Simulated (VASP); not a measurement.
# TiAl3 (Pm-3m) in VASP: notebook, part 3 of 3

VASP 6.6.1. Earlier steps stand in the parts before.

## (5) Relaxation of cell and atoms, PBEsol, target pressure 5 GPa, at which the enthalpy is minimised

This run uses another cell than the first one, of 15.47 Å³/atom, 1.005 times its volume.

INCAR reads:

```
  PREC = Accurate
  ENCUT = 600
  EDIFF = 1E-6
  ISMEAR = -1
  SIGMA = 0.05
  LREAL = F
  LASPH = T
  NELM = 80
  ALGO = Normal
  ISIF = 3
  LWAVE = F
  LCHARG = F
  GGA = PS
  IBRION = 2
  NSW = 60
  EDIFFG = -0.01
  PSTRESS = 50.0
```

KPOINTS reads:

```
Automatic mesh
0
Gamma
  7 7 7
```

POSCAR reads:

```
TiAl3
1.0
    3.9556712500      0.0000000000      0.0000000000
    0.0000000000      3.9556712500      0.0000000000
    0.0000000000      0.0000000000      3.9556712500
Ti Al
1 3
Direct
    0.0000000000      0.0000000000      0.0000000000
    0.0000000000      0.5000000000      0.5000000000
    0.5000000000      0.0000000000      0.5000000000
    0.5000000000      0.5000000000      0.0000000000
```

Potentials or basis: VASP PAW PBE potentials, release 64 (Ti_sv, Al).

The run is started by

```sh
> cat potpaw_PBE.64/Ti_sv/POTCAR potpaw_PBE.64/Al/POTCAR > POTCAR
> mpirun -np 1 vasp_std > vasp.out
```

OUTCAR:

```text
PREC = Accurate
   ENCUT = 600
   EDIFF = 1E-6
   ISMEAR = -1
   LREAL = F
   LASPH = T
   NELM = 80
   ISIF = 3
   GGA = PS
   IBRION = 2
   NSW = 60
   EDIFFG = -0.01
   PSTRESS = 50.0

 ion  position               nearest neighbor table
   1  0.000  0.000  0.000-   2 2.80   3 2.80   4 2.80   2 2.80   3 2.80   2 2.80   4 2.80   2 2.80
                             3 2.80   4 2.80   3 2.80   4 2.80
   2  0.000  0.500  0.500-   1 2.80   3 2.80   4 2.80   1 2.80   4 2.80   1 2.80   3 2.80   1 2.80
                             3 2.80   4 2.80   4 2.80   3 2.80
   3  0.500  0.000  0.500-   1 2.80   2 2.80   4 2.80   1 2.80   4 2.80   2 2.80   4 2.80   4 2.80
                             1 2.80   2 2.80   1 2.80   2 2.80
   4  0.500  0.500  0.000-   1 2.80   2 2.80   3 2.80   2 2.80   3 2.80   1 2.80   3 2.80   3 2.80
                             1 2.80   2 2.80   2 2.80   1 2.80

  LATTYP: Found a simple cubic cell.
 ALAT       =     3.9556712500

  Lattice vectors:

 A1 = (   3.9556712500,   0.0000000000,   0.0000000000)
 A2 = (   0.0000000000,   3.9556712500,   0.0000000000)
 A3 = (   0.0000000000,   0.0000000000,   3.9556712500)

Analysis of symmetry for initial positions (statically):
=====================================================================
 Subroutine PRICEL returns:
 Original cell was already a primitive cell.

 Routine SETGRP: Setting up the symmetry group for a
 simple cubic supercell.

 Subroutine GETGRP returns: Found 48 space group operations
 (whereof 48 operations were pure point group operations)
 out of a pool of 48 trial point group operations.

The static configuration has the point symmetry O_h .

Analysis of symmetry for dynamics (positions and initial velocities):
=====================================================================
 Subroutine PRICEL returns:
 Original cell was already a primitive cell.

 Routine SETGRP: Setting up the symmetry group for a
 simple cubic supercell.

 Subroutine GETGRP returns: Found 48 space group operations
 (whereof 48 operations were pure point group operations)
 out of a pool of 48 trial point group operations.

The dynamic configuration has the point symmetry O_h .

 Subroutine INISYM returns: Found 48 space group operations
 (whereof 48 operations are pure point group operations),
 and found     1 'primitive' translations

----------------------------------------------------------------------------------------

                                     Primitive cell

  volume of cell :      61.8957

  direct lattice vectors                    reciprocal lattice vectors
     3.955671250  0.000000000  0.000000000     0.252801595  0.000000000  0.000000000
     0.000000000  3.955671250  0.000000000     0.000000000  0.252801595  0.000000000
     0.000000000  0.000000000  3.955671250     0.000000000  0.000000000  0.252801595

  length of vectors
     3.955671250  3.955671250  3.955671250     0.252801595  0.252801595  0.252801595

  position of ions in fractional coordinates (direct lattice)
     0.000000000  0.000000000  0.000000000
     0.000000000  0.500000000  0.500000000
     0.500000000  0.000000000  0.500000000
     0.500000000  0.500000000  0.000000000

  ion indices of the primitive-cell ions
   primitive index   ion index
                 1           1
                 2           2
                 3           3
[... 52 lines left out ...]
   total plane-waves  NPLWV =  32768
   dimension x,y,z NGX =    32 NGY =   32 NGZ =   32
   dimension x,y,z NGXF=    64 NGYF=   64 NGZF=   64
   ions per type =               1   3
   NGX,Y,Z   is equivalent  to a cutoff of  13.45, 13.45, 13.45 a.u.
   NGXF,Y,Z  is equivalent  to a cutoff of  26.90, 26.90, 26.90 a.u.
 SYSTEM =  unknown system
   PREC   = accura    normal or accurate (medium, high low for compatibility)
   ISTART =      0    job   : 0-new  1-cont  2-samecut
   ICHARG =      2    charge: 1-file 2-atom 10-const
   ISPIN  =      1    spin polarized calculation?
   LNONCOLLINEAR =      F non collinear calculations
   LSORBIT =      F    spin-orbit coupling
   LASPH  =      T    aspherical Exc in radial PAW
   ENCUT  =  600.0 eV  44.10 Ry    6.64 a.u.   7.90  7.90  7.90*2*pi/ulx,y,z
   NELM   =     80;   NELMIN=  2; NELMDL= -5     # of ELM steps
   EDIFF  = 0.1E-05   stopping-criterion for ELM
   LREAL  =      F    real-space projection
   EDIFFG = -.1E-01   stopping-criterion for IOM
   NSW    =     60    number of steps for IOM
   IBRION =      2    ionic relax: 0-MD 1-quasi-New 2-CG
   NFREE  =      1    steps in history (QN), initial steepest desc. (CG)
   ISIF   =      3    stress and relaxation
   ISYM   =      2    0-nonsym 1-usesym 2-fastsym
   POTIM  = 0.5000    time-step for ionic-motion
   TEBEG  =    0.0;   TEEND  =   0.0 temperature during run
   PSTRESS=   50.0 pullay stress
   NELECT =      21.0000    total number of electrons
   NUPDOWN=      -1.0000    fix difference up-down
   EMIN   =  10.00;   EMAX   =-10.00  energy-range for DOS
   EFERMI =   0.00;   METHOD = LEGACY
   ISMEAR =    -1;   SIGMA  =   0.05  broadening in eV -4-tet -1-fermi 0-gaus
   EFERMI_NEDOS =   21; number of points for ismear=-14 and -15
   IALGO  =     38    algorithm
   IMIX   =      4    mixing-type and parameters
     AMIX     =   0.40;   BMIX     =  1.00
     AMIX_MAG =   1.60;   BMIX_MAG =  1.00
  volume/ion in A,a.u.               =      15.47       104.42
  Fermi-wavevector in a.u.,A,eV,Ry     =   1.141811  2.157711 17.738371  1.303733
  Thomas-Fermi vector in A             =   2.278511
   LORBIT       =      0    0 simple, 1 ext, 2 COOP (PROOUT), +10 PAW based schemes
   GGA     = PS    functional components
   LHFCALC =     F    Hartree Fock is set to
   AEXX    =    0.0000 exact exchange contribution
   IVDW    =     0    specifies the selected vdW correction
   LEPSILON=     F    determine dielectric tensor
   LRPA    =     F    only Hartree local field effects (RPA)
 conjugate gradient relaxation of ions
 non-spin polarized calculation
  energy-cutoff  :      600.00
  volume of cell :       61.90
 maximum number of plane-waves:      2103
 NGX is ok and might be reduce to    32
   NGX = 15   NGY = 15   NGZ = 15

--------------------------------------- Ionic step        1  -------------------------------------------

 number of electron      20.9999993 magnetization

 Free energy of the ion-electron system (eV)
  ---------------------------------------------------
  ext. energy  EPLUGINS =         0.00000000
  ---------------------------------------------------
  free energy    TOTEN  =       -22.13291786 eV

  energy without entropy =      -22.10898989  energy(sigma->0) =      -22.12095387

------------------------ aborting loop because EDIFF is reached ----------------------------------------

  FORCE on cell =-STRESS in cart. coord.  units (eV):
  Direction    XX          YY          ZZ          XY          YZ          ZX
  --------------------------------------------------------------------------------------
  -------------------------------------------------------------------------------------
  Total       -0.2210001     -0.2210001     -0.2210001     -0.0000000      0.0000000     -0.0000000
  in kB       -5.7206122     -5.7206122     -5.7206122     -0.0000000      0.0000000     -0.0000000
  external PRESSURE =     -55.7206122 kB  Pullay stress =      50.0000000 kB
[... 27 lines left out ...]
--------------------------------------- Ionic step        2  -------------------------------------------

 number of electron      21.0000005 magnetization

 E-fermi :  10.0044     XC(G=0): -11.2393

 val. band max:        9.8642264342   @ k =   0.1429   0.1429   0.0000
 cond. band min:      10.0332395670   @ k =   0.4286   0.2857   0.1429
 fundamental gap:      0.1690131328
 Fermi energy:        10.0043985587

 k-point     1 :       0.0000    0.0000    0.0000
  band No.  band energies     occupation
      1     -46.5997      2.00000
      2     -23.0321      2.00000
      3     -23.0321      2.00000
      4     -23.0321      2.00000
      5      -1.3671      2.00000
      6       6.6372      2.00000
      7       6.6372      2.00000
      8       7.7019      2.00000
      9       7.7019      2.00000
     10       7.7019      2.00000
     11      10.0668      0.44594
     12      10.0668      0.44593
     13      10.0668      0.44593
     14      10.5592      0.00003
[... 360 lines left out ...]
--------------------------------------- Ionic step        3  -------------------------------------------

 number of electron      21.0000004 magnetization

 Free energy of the ion-electron system (eV)
  ---------------------------------------------------
  ext. energy  EPLUGINS =         0.00000000
  ---------------------------------------------------
  free energy    TOTEN  =       -22.09646831 eV

  energy without entropy =      -22.07371818  energy(sigma->0) =      -22.08509324

 E-fermi :   9.6221     XC(G=0): -11.1000

 val. band max:        9.4903728565   @ k =   0.1429   0.1429   0.0000
 cond. band min:       9.6556776967   @ k =   0.4286   0.2857   0.1429
 fundamental gap:      0.1653048401
 Fermi energy:         9.6221236795

 k-point     1 :       0.0000    0.0000    0.0000
  band No.  band energies     occupation
      1     -47.0589      2.00000
      2     -23.4803      2.00000
      3     -23.4803      2.00000
      4     -23.4803      2.00000
      5      -1.5460      2.00000
      6       6.3366      2.00000
      7       6.3366      2.00000
      8       7.3447      2.00000
      9       7.3447      2.00000
     10       7.3447      2.00000
     11       9.6942      0.38261
     12       9.6942      0.38260
     13       9.6942      0.38260
     14      10.2050      0.00002
[... 356 lines left out ...]
  energy  without entropy=      -22.0737181802  energy(sigma->0) =      -22.08509324

  enthalpy is  TOTEN    =       -20.2505235456 eV   P V=        1.8459447640

 reached required accuracy - stopping structural energy minimisation
```

OSZICAR:

```text
N       E                     dE             d eps       ncg     rms          rms(c)
DAV:   1     0.126835464402E+03    0.12684E+03   -0.10088E+04   560   0.153E+03
DAV:   2    -0.126697964357E+02   -0.13951E+03   -0.13812E+03   566   0.351E+02
DAV:   3    -0.239137907385E+02   -0.11244E+02   -0.11109E+02   920   0.871E+01
[... 29 lines left out ...]
DAV:   6    -0.220962771336E+02    0.56223E-04   -0.54007E-03   696   0.669E-01    0.134E-01
DAV:   7    -0.220964687093E+02   -0.19158E-03   -0.22413E-03   782   0.378E-01    0.242E-02
DAV:   8    -0.220964631517E+02    0.55576E-05   -0.12509E-04   652   0.115E-01    0.160E-02
DAV:   9    -0.220964683290E+02   -0.51773E-05   -0.13080E-05   608   0.366E-02    0.479E-03
DAV:  10    -0.220964683096E+02    0.19355E-07   -0.23375E-06   578   0.892E-03
   3 F= -.20250524E+02 E0= -.20239148E+02  d E =-.492181E-01
```

CONTCAR:

```text
TiAl3
   1.00000000000000
     3.8963063223936598   -0.0000000000000000   -0.0000000000000000
    -0.0000000000000000    3.8963063223936598   -0.0000000000000000
     0.0000000000000000    0.0000000000000000    3.8963063223936598
  Ti              Al
     1     3
Direct
     0.0000000000000000    0.0000000000000000    0.0000000000000000
     0.0000000000000000    0.5000000000000000    0.5000000000000000
     0.5000000000000000    0.0000000000000000    0.5000000000000000
     0.5000000000000000    0.5000000000000000    0.0000000000000000

  0.00000000E+00  0.00000000E+00  0.00000000E+00
  0.00000000E+00  0.00000000E+00  0.00000000E+00
  0.00000000E+00  0.00000000E+00  0.00000000E+00
  0.00000000E+00  0.00000000E+00  0.00000000E+00
```

Wall time 30 s (1 thread of Intel Xeon Platinum 8488C (Sapphire Rapids), shared host); peak memory 0.19 GiB.

What came out:

```
Free energy                                            : -22.0965 eV
Relaxed volume                                         : 14.79 Å³/atom
Relaxed cell                                           : a = 3.896 Å, b = 3.896 Å, c = 3.896 Å, α = 90.00°, β = 90.00°, γ = 90.00°
Space group after relaxing (to 0.05 Å)                 : Pm-3m (No. 221)
Energy change on relaxing (the enthalpy is what falls) : +9.1 meV/atom
Ionic steps                                            : 3
Pressure after relaxing                                : 5.0 GPa
```

The path:
```csv
step,energy change (eV),largest force (eV/Å),pressure (GPa),volume (Å³)
1,0.0000,0.0000,-0.57,61.90
2,0.1246,0.0000,9.64,57.20
3,0.0364,0.0000,4.97,59.15
```

Final structure:
```xyz
4
Lattice="3.8963 0.0000 0.0000 0.0000 3.8963 0.0000 0.0000 0.0000 3.8963" Properties=species:S:1:pos:R:3 pbc="T T T"
Ti    0.0000    0.0000    0.0000
Al    0.0000    1.9482    1.9482
Al    1.9482    0.0000    1.9482
Al    1.9482    1.9482    0.0000
```

Levels at points of the mesh, in eV from the Fermi level:
```
           k point  band 6  band 7  band 8  band 9  band 10  band 11  band 12  band 13  band 14
(0.00, 0.00, 0.00)   -3.29   -3.29   -2.28   -2.28    -2.28     0.07     0.07     0.07     0.58
```

Caveat: the cell is relaxed towards a set pressure, so the enthalpy falls and the energy may rise; the PAW data sets were made with another functional, which shifts forces and pressure a little.

## (6) Relaxation of cell and atoms, PBEsol, target pressure 10 GPa, at which the enthalpy is minimised

This run uses another cell than the first one, of 15.47 Å³/atom, 1.005 times its volume.

INCAR reads:

```
PREC = Accurate ; ENCUT = 600
EDIFF = 1E-6 ; ISMEAR = -1
SIGMA = 0.05 ; LREAL = False
LASPH = True ; NELM = 100
ALGO = Fast ; ISIF = 3
LWAVE = False ; LCHARG = False
GGA = PS ; IBRION = 2
NSW = 60 ; EDIFFG = -0.01
PSTRESS = 100.0
```

KPOINTS is that of step 5.

POSCAR is that of step 5.

Potentials or basis: VASP PAW PBE potentials, release 64 (Ti_sv, Al).

The run is started by

```sh
> cat potpaw_PBE.64/Ti_sv/POTCAR potpaw_PBE.64/Al/POTCAR > POTCAR
> mpirun -np 1 vasp_std > vasp.out
```

Run time: 65 s. Hardware: 1 thread of Intel Xeon Platinum 8488C (Sapphire Rapids), shared host; peak memory 0.19 GiB.

It converged, with:

```
Free energy                                            : -22.0027 eV
Relaxed volume                                         : 14.28 Å³/atom
Relaxed cell                                           : a = 3.851 Å, b = 3.851 Å, c = 3.851 Å, α = 90.00°, β = 90.00°, γ = 90.00°
Space group after relaxing (to 0.05 Å)                 : Pm-3m (No. 221)
Energy change on relaxing (the enthalpy is what falls) : +32.5 meV/atom
Ionic steps                                            : 3
Pressure after relaxing                                : 9.9 GPa
```

The path:
```
step  energy change (eV)  largest force (eV/Å)  pressure (GPa)  volume (Å³)
   1              0.0000                0.0000           -0.49        61.90
   2              0.5035                0.0000           21.78        53.25
   3              0.1302                0.0000            9.91        57.11
```

Final structure:
```yaml
crystal:
  lattice:
    - [3.85092, 0.00000, 0.00000]
    - [0.00000, 3.85092, 0.00000]
    - [0.00000, 0.00000, 3.85092]
  atoms:
    - { symbol: Ti, position: [0.00000, 0.00000, 0.00000] }
    - { symbol: Al, position: [0.00000, 0.50000, 0.50000] }
    - { symbol: Al, position: [0.50000, 0.00000, 0.50000] }
    - { symbol: Al, position: [0.50000, 0.50000, 0.00000] }
```

Levels at points of the mesh, in eV from the Fermi level:
| k point | band 8 | band 9 | band 10 | band 11 | band 12 | band 13 |
| --- | --- | --- | --- | --- | --- | --- |
| (0.00, 0.00, 0.00) | -2.30 | -2.30 | -2.30 | 0.06 | 0.06 | 0.06 |

Caveat: the cell is relaxed towards a set pressure, so the enthalpy falls and the energy may rise; the PAW data sets were made with another functional, which shifts forces and pressure a little.

## (7) Overview

```csv
task,cell,cutoff (eV),gap on the mesh (eV),pressure (GPa)
single point,"a = 3.949 Å, 4 atoms",520,none,0.1
relaxation of cell and atoms,"relaxed from a = 3.956 Å, 4 atoms",600,none,0.0
relaxation of cell and atoms,"relaxed to 2 GPa from a = 3.956 Å, 4 atoms",600,none,2.0
relaxation of cell and atoms,"relaxed to 5 GPa from a = 3.956 Å, 4 atoms",600,none,5.0
relaxation of cell and atoms,"relaxed to 10 GPa from a = 3.956 Å, 4 atoms",600,none,9.9
```

Alike in all rows: level PBEsol; potentials or basis VASP PAW PBE potentials, release 64 (Ti_sv, Al); no spin polarisation; k mesh 7 × 7 × 7; smearing fermi-dirac 0.05 eV.

Caveats: the PAW data sets were made with another functional, which shifts forces and pressure a little; the cell is relaxed towards a set pressure, so the enthalpy falls and the energy may rise (some runs).

Absolute energies hang on the potentials; compare differences alone.
